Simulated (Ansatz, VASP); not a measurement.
## MgS: VASP beside Ansatz

```xyz
2
Lattice="0.0000 2.5341 2.5341 2.5341 0.0000 2.5341 2.5341 2.5341 0.0000" Properties=species:S:1:pos:R:3 pbc="T T T"
Mg    2.5341    2.5341    2.5341
S     0.0000    0.0000    0.0000
```

Alike in both runs: task single point; functional PBE; k mesh 8 × 8 × 8; occupations gaussian, width 0.02 eV; no spin polarisation.

```csv
,VASP,Ansatz
version,VASP 6.6.1,Ansatz 0.2.0
potentials or method,"VASP PAW PBE potentials, release 64 (Mg, S), cutoff 520 eV","scalar-relativistic, plane waves, PAW"
valence electrons in the cell,8,16
```

|  | VASP | Ansatz | Ansatz less VASP |
| --- | --- | --- | --- |
| gap on the k mesh at the Fermi level (eV) | 2.94 | 2.95 | +0.010 |
| least direct gap on the mesh (eV) | 4.37 | 4.38 | +0.009 |
| pressure (GPa) | 8.1 | 8.4 | +0.33 |

VASP's potentials hold 8 valence electrons a cell and Ansatz's 16, so a difference there can come from the potentials and not from the codes.
